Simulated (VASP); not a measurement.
**Ti3Zn: single point with LDA**

The system is Ti3Zn.

```
Ti Zn
1.0
     3.87470    0.00000    0.00000
     0.00000    3.87470    0.00000
     0.00000    0.00000    3.87470
Ti Zn
3 1
Cartesian
  0.0000 1.9373 1.9373
  1.9373 0.0000 1.9373
  1.9373 1.9373 0.0000
  0.0000 0.0000 0.0000
```

```yaml
Program: VASP 6.6.1
Task: single point
Functional: LDA
Potentials_or_basis: VASP PAW LDA potentials, release 64 (Ti_sv, Zn)
Cutoff: 520 eV
k_mesh: 12 × 12 × 12
Occupations: gaussian, width 0.15 eV
Spin: no spin polarisation
Dipole_correction: no
Further_INCAR_settings: ALGO = Fast; EDIFF = 1e-06; NBANDS = 32
```

The pressure is 3.9 GPa. The band gap on the k mesh is zero (bands 24 and 25 overlap by 0.46 eV).

Levels at points of the mesh, in eV from the Fermi level:
```tsv
k point	band 20	band 21	band 22	band 23	band 24	band 25	band 26	band 27	band 28	band 29
(0.00, 0.00, 0.00)	-1.12	-1.12	-1.08	-1.08	-1.08	2.36	2.36	2.36	2.38	2.38
(0.50, 0.00, 0.00)	-2.10	-0.98	-0.98	-0.77	0.28	0.84	0.84	1.29	1.73	1.94
(0.50, 0.50, 0.00)	-2.75	-1.26	-1.15	-0.29	-0.16	-0.16	1.04	1.04	1.96	1.96
(0.50, 0.50, 0.50)	-1.68	-1.68	-0.14	-0.14	-0.14	0.83	0.83	0.83	1.52	2.25
```

It took 3.6 min on 1 thread of Intel(R) Xeon(R) 6975P-C (Granite Rapids), on a shared host, peak memory 0.24 GiB.

Caveat: the cell stands under pressure.
